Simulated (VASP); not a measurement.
LiBr:

```xyz
2
Lattice="0.0000 2.7396 2.7396 2.7396 0.0000 2.7396 2.7396 2.7396 0.0000" Properties=species:S:1:pos:R:3 pbc="T T T"
Li    0.0000    0.0000    0.0000
Br    2.7396    2.7396    2.7396
```

Base run:

* Program: VASP 6.6.1
* Functional: PBE
* Potentials or basis: VASP PAW PBE potentials, release 64 (Li_sv, Br)
* Cutoff: 750 eV
* k mesh: 6 × 6 × 6
* Occupations: gaussian, width 0.01 eV
* Spin: no spin polarisation

Its results: band gap on the k mesh 4.99 eV; pressure 0.4 GPa.

Q: After a change of settings the same cell gave: band gap on the k mesh 5.93 eV; pressure -0.4 GPa. Which change was it?
A. functional from PBE to HSE06; cutoff from 750 eV to 650 eV
B. k mesh from 6 × 6 × 6 to 8 × 8 × 8
C. functional from PBE to PBE0; cutoff from 750 eV to 650 eV
D. functional from PBE to r2SCAN; cutoff from 750 eV to 830 eV

A: D.

Caveats: the PAW data sets were made with another functional, which shifts forces and pressure a little (at least some runs).
